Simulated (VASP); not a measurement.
Crystal: Sc.

```
Sc
1.0
     3.68000    0.00000    0.00000
     0.00000    3.68000    0.00000
     0.00000    0.00000    3.68000
Sc
2
Cartesian
  0.0000 0.0000 0.0000
  1.8400 1.8400 1.8400
```

| Item | Value |
| --- | --- |
| Program | VASP 6.6.1 |
| Task | relaxation of cell and atoms |
| Functional | PBEsol |
| Potentials or basis | VASP PAW PBE potentials, release 64 (Sc_sv) |
| Cutoff | 600 eV |
| k mesh | 6 × 6 × 6 |
| Occupations | fermi-dirac, width 0.1 eV |
| Spin | no spin polarisation |

At the start: pressure -2.0 GPa; volume 24.92 Å³/atom.

Q: Where does the relaxation end?

A: Over 3 steps the energy falls by 5.8 meV/atom and the volume is 24.00 Å³/atom (-3.7 %); space group Im-3m (No. 229, to 0.05 Å).

The path:
```
step  energy change (eV)  largest force (eV/Å)  pressure (GPa)  volume (Å³)
   1              0.0000                0.0000           -1.98        49.84
   2             -0.0112                0.0000            0.44        47.64
   3             -0.0117                0.0000            0.00        48.00
```

Final structure:
```xyz
2
Lattice="3.6343 0.0000 0.0000 0.0000 3.6343 0.0000 0.0000 0.0000 3.6343" Properties=species:S:1:pos:R:3 pbc="T T T"
Sc    0.0000    0.0000    0.0000
Sc    1.8172    1.8172    1.8172
```

Caveat: the PAW data sets were made with another functional, which shifts forces and pressure a little.
